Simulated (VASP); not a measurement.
# ReSbN (P4/nmm) in VASP: further runs, part 3 of 3

VASP 6.6.1.

## (5) Single point, LDA+U

File INCAR:

```
SYSTEM = ReSbN
PREC     = Accurate       ! precision mode
ENCUT    = 520            ! plane-wave cutoff, eV
EDIFF    = 1E-6           ! SCF threshold, eV
ISMEAR   = -1             ! smearing method
SIGMA    = 0.05           ! smearing width, eV
LREAL    = .False.        ! projectors in reciprocal space
LASPH    = .True.         ! aspherical terms in the spheres
NELM     = 150            ! most SCF steps
ALGO     = Normal         ! electronic algorithm
ISIF     = 2              ! what is computed and relaxed
LWAVE    = .False.        ! write WAVECAR
LCHARG   = .False.        ! write CHGCAR
LMAXMIX  = 4              ! l up to which the mixer works
LDAU     = .True.         ! DFT+U
LDAUTYPE = 2            
LDAUL    = 2 -1 -1        ! shell
LDAUU    = 1 0 0          ! U, eV
LDAUJ    = 0 0 0        
LDAUPRINT= 1            
GGA      = CA             ! functional
NBANDS   = 26             ! bands
```

File KPOINTS:

```
Automatic mesh
0
Gamma
  8 8 3
  0 0 0
```

File POSCAR:

```
ReSbN
1.0
    3.3665325269      0.0000000000      0.0000000000
    0.0000000000      3.3665325269      0.0000000000
    0.0000000000      0.0000000000      8.3998519742
Re Sb N
2 2 2
Direct
    0.0000000000      0.5000000000      0.8723076848
    0.5000000000      0.0000000000      0.1276923152
    0.0000000000      0.5000000000      0.3343148581
    0.5000000000      0.0000000000      0.6656851419
    0.0000000000      0.0000000000      0.0000000000
    0.5000000000      0.5000000000      0.0000000000
```

Potentials or basis: VASP PAW LDA potentials, release 64 (Re, Sb, N).

Command:

```bash
cat potpaw_LDA.64/Re/POTCAR potpaw_LDA.64/Sb/POTCAR potpaw_LDA.64/N/POTCAR > POTCAR
mpirun -np 1 vasp_std > vasp.out
```

OUTCAR:

```text
SYSTEM = ReSbN
   PREC = Accurate
   ENCUT = 520
   EDIFF = 1E-6
   ISMEAR = -1
   LREAL = .False.
   LASPH = .True.
   NELM = 150
   ISIF = 2
   GGA = CA

 ion  position               nearest neighbor table
   1  0.000  0.500  0.872-   5 2.00   6 2.00   5 2.00   6 2.00   4 2.95   4 2.95   4 2.95   4 2.95
                             2 3.20   2 3.20   2 3.20   2 3.20
   2  0.500  0.000  0.128-   5 2.00   6 2.00   6 2.00   5 2.00   3 2.95   3 2.95   3 2.95   3 2.95
                             1 3.20   1 3.20   1 3.20   1 3.20
   3  0.000  0.500  0.334-   2 2.95   2 2.95   2 2.95   2 2.95   4 3.66   4 3.66   4 3.66   4 3.66

   4  0.500  0.000  0.666-   1 2.95   1 2.95   1 2.95   1 2.95   3 3.66   3 3.66   3 3.66   3 3.66

   5  0.000  0.000  0.000-   1 2.00   2 2.00   1 2.00   2 2.00
   6  0.500  0.500  0.000-   1 2.00   2 2.00   2 2.00   1 2.00

  LATTYP: Found a simple tetragonal cell.
 ALAT       =     3.3665325269
 C/A-ratio  =     2.4951049506

  Lattice vectors:

 A1 = (   3.3665325269,   0.0000000000,   0.0000000000)
 A2 = (   0.0000000000,   3.3665325269,   0.0000000000)
 A3 = (   0.0000000000,   0.0000000000,   8.3998519742)

Analysis of symmetry for initial positions (statically):
=====================================================================
 Subroutine PRICEL returns:
 Original cell was already a primitive cell.

 Routine SETGRP: Setting up the symmetry group for a
 simple tetragonal supercell.

 Subroutine GETGRP returns: Found 16 space group operations
 (whereof  8 operations were pure point group operations)
 out of a pool of 16 trial point group operations.

The static configuration has the point symmetry D_2d.
 The point group associated with its full space group is D_4h.

[... 221 lines left out ...]
  o =  0.4750  v =  0.0000 -0.9962 -0.0000 -0.0872  0.0000  0.0000  0.0000  0.0000  0.0000  0.0000      0.0000  0.0000  0.0000  0.0000  0.0000  0.0000  0.0000  0.0000  0.0000  0.0000
  o =  0.4750  v =  0.0000  0.0000  0.0000  0.0000  0.0000  0.0000 -0.0872 -0.0000  0.9962 -0.0000      0.0000  0.0000  0.0000  0.0000  0.0000  0.0000  0.0000  0.0000  0.0000  0.0000
  o =  0.4750  v =  0.0000  0.0000  0.0000  0.0000  0.0000  0.0000 -0.9962 -0.0000 -0.0872  0.0000      0.0000  0.0000  0.0000  0.0000  0.0000  0.0000  0.0000  0.0000  0.0000  0.0000
  o =  0.6085  v =  0.0000  0.0000  0.0000  0.0000  0.0000  0.0000 -0.0000  1.0000  0.0000 -0.0000      0.0000  0.0000  0.0000  0.0000  0.0000  0.0000  0.0000  0.0000  0.0000  0.0000
  o =  0.6085  v =  0.0000 -0.0000  1.0000  0.0000 -0.0000  0.0000  0.0000  0.0000  0.0000  0.0000      0.0000  0.0000  0.0000  0.0000  0.0000  0.0000  0.0000  0.0000  0.0000  0.0000
  o =  0.6104  v =  1.0000  0.0000  0.0000  0.0000  0.0000  0.0000  0.0000  0.0000  0.0000  0.0000      0.0000  0.0000  0.0000  0.0000  0.0000  0.0000  0.0000  0.0000  0.0000  0.0000
  o =  0.6104  v =  0.0000  0.0000  0.0000  0.0000  0.0000  1.0000  0.0000  0.0000  0.0000  0.0000      0.0000  0.0000  0.0000  0.0000  0.0000  0.0000  0.0000  0.0000  0.0000  0.0000

 number of electron      33.9999998 magnetization

 Free energy of the ion-electron system (eV)
  ---------------------------------------------------
  ext. energy  EPLUGINS =         0.00000000
  ---------------------------------------------------
  free energy    TOTEN  =       -51.31743177 eV

  energy without entropy =      -51.30521480  energy(sigma->0) =      -51.31132328

 E-fermi :   8.2232     XC(G=0): -11.7944

 val. band max:        8.1841843880   @ k =   0.2500   0.0000   0.0000
 cond. band min:       8.2769977299   @ k =   0.5000   0.1250   0.0000
 fundamental gap:      0.0928133419
 Fermi energy:         8.2231773552

 k-point     1 :       0.0000    0.0000    0.0000
  band No.  band energies     occupation
      1      -9.6698      2.00000
      2      -6.5211      2.00000
      3      -3.0926      2.00000
      4      -3.0364      2.00000
      5       0.1183      2.00000
      6       0.1183      2.00000
[... 685 lines left out ...]
     25      12.5313      0.00000
     26      12.5318      0.00000

 [... further k-points ...]
[... 5 lines left out ...]
  --------------------------------------------------------------------------------------
  -------------------------------------------------------------------------------------
  Total        1.7019258      1.7019258      1.4408944      0.0000000      0.0000000      0.0000000
  in kB       28.6426986     28.6426986     24.2496507      0.0000000      0.0000000      0.0000000
  external PRESSURE =      27.1783493 kB  Pullay stress =       0.0000000 kB

 VOLUME and BASIS-vectors are now :
 -----------------------------------------------------------------------------
  energy-cutoff  :      520.00
  volume of cell :       95.20
      direct lattice vectors                 reciprocal lattice vectors
     3.366532527  0.000000000  0.000000000     0.297041538  0.000000000  0.000000000
     0.000000000  3.366532527  0.000000000     0.000000000  0.297041538  0.000000000
     0.000000000  0.000000000  8.399851974     0.000000000  0.000000000  0.119049717

 POSITION                                       TOTAL-FORCE (eV/Angst)
 -----------------------------------------------------------------------------------
      0.00000      1.68327      7.32726        -0.000000      0.000000     -0.515214
      1.68327      0.00000      1.07260         0.000000      0.000000      0.515214
      0.00000      1.68327      2.80820         0.000000      0.000000      0.084422
      1.68327      0.00000      5.59166         0.000000     -0.000000     -0.084422
      0.00000      0.00000      0.00000         0.000000      0.000000      0.000000
      1.68327      1.68327      0.00000        -0.000000     -0.000000      0.000000
 -----------------------------------------------------------------------------------
    total drift:                                0.000000      0.000000     -0.000000

  FREE ENERGIE OF THE ION-ELECTRON SYSTEM (eV)
  ---------------------------------------------------
  free  energy   TOTEN  =       -51.3174317679 eV

  energy  without entropy=      -51.3052147988  energy(sigma->0) =      -51.31132328
```

stdout:

```text
POSCAR found type information on POSCAR ReSbN
 POSCAR found :  3 types and       6 ions
 scaLAPACK will be used
 LDA part: xc-table for (Slater(with rela. corr.)+CA(PZ))
 , standard interpolation
 POSCAR, INCAR and KPOINTS ok, starting setup
 FFT: planning ... GRIDC
 FFT: planning ... GRID_SOFT
 FFT: planning ... GRID
 WAVECAR not read
 entering main loop
```

Run time: 38 s. Hardware: 1 thread of Intel Xeon 6975P-C (Granite Rapids), shared host; peak memory 0.22 GiB.

What came out:

```yaml
Free_energy: -51.3174 eV
Pressure: 2.7 GPa
Largest_force: 0.515 eV/Å
Band_gap_on_the_k_mesh: zero (band 17 reaches 9.44 eV, above the bottom of band 18 at 7.53 eV)
```

Forces in eV/Å, atoms in the order of the input:
```
Re   0.000  0.000 -0.515
Re   0.000  0.000  0.515
Sb   0.000  0.000  0.084
Sb   0.000  0.000 -0.084
N    0.000  0.000  0.000
N    0.000  0.000  0.000
```

Stress tensor (GPa, compression positive):
```
2.86 0.00 0.00
0.00 2.86 0.00
0.00 0.00 2.42
```

Levels at points of the mesh, in eV from the Fermi level:
```tsv
k point	band 15	band 16	band 17	band 18	band 19	band 20
(0.00, 0.00, 0.00)	0.32	0.40	0.40	1.24	1.73	1.74
(0.50, 0.00, 0.00)	-1.20	-1.20	0.22	0.22	2.50	2.50
(0.50, 0.50, 0.00)	-1.77	-1.77	-0.46	-0.46	1.20	1.20
```

Eigenvalues of the final occupation matrices:
```csv
site,spin,trace,eigenvalues
site 1 d,1,2.58,0.41 0.47 0.47 0.61 0.61
site 1 d,2,2.58,0.41 0.47 0.47 0.61 0.61
site 2 d,1,2.58,0.41 0.47 0.47 0.61 0.61
site 2 d,2,2.58,0.41 0.47 0.47 0.61 0.61
```

Caveat: spin-orbit coupling is left out, which moves the levels of the heavy elements; U without spin polarisation on a metal has little footing.

## (6) Overview

```tsv
level	U	cell	gap on the mesh (eV)	pressure (GPa)	largest force (eV/Å)
LDA	-	a = 3.367, b = 3.367, c = 8.413 Å, 6 atoms	none	2.6	0.51
LDA+U	Re d U = 2.0 eV	a = 3.367, b = 3.367, c = 8.383 Å, 6 atoms	none	2.9	0.53
LDA+U	Re d U = 3.0 eV	a = 3.368, b = 3.368, c = 8.368 Å, 6 atoms	none	2.1	0.50
LDA+U	Re d U = 1.0 eV	a = 3.367, b = 3.367, c = 8.400 Å, 6 atoms	none	2.7	0.52
```

Alike in all rows: task single point; potentials or basis VASP PAW LDA potentials, release 64 (Re, Sb, N); no spin polarisation; k mesh 8 × 8 × 3; cutoff (eV) 520; smearing fermi-dirac 0.05 eV.

Caveats: spin-orbit coupling is left out, which moves the levels of the heavy elements; U without spin polarisation on a metal has little footing (some runs).

Absolute energies hang on the potentials; compare differences alone.
